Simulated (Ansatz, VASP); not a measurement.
## One calculation of WC, two programs

```xyz
2
Lattice="2.9101 0.0000 0.0000 -1.4551 2.5203 0.0000 0.0000 0.0000 2.8384" Properties=species:S:1:pos:R:3 pbc="T T T"
W     0.0000    0.0000    0.0000
C     1.4551    0.8401    1.4192
```

Change from the starting cell: volume scaled by 1.01.

Alike in both runs: task single point; functional PBE; k mesh 13 × 13 × 12; occupations fermi-dirac, width 0.05 eV; no spin polarisation.

|  | VASP | Ansatz |
| --- | --- | --- |
| version | VASP 6.6.1 | Ansatz 0.2.0 |
| potentials or method | VASP PAW PBE potentials, release 64 (W_sv, C), cutoff 520 eV | all-electron LAPW, scalar-relativistic |

|  | VASP | Ansatz | Ansatz less VASP |
| --- | --- | --- | --- |
| pressure (GPa) | 5.4 | 4.4 | -1.01 |
| traceless stress, the component that is largest in VASP (GPa) | -0.10 | -0.30 | -0.203 |

Ansatz ran all-electron here, and VASP with PAW potentials.

Spin-orbit coupling is off throughout.
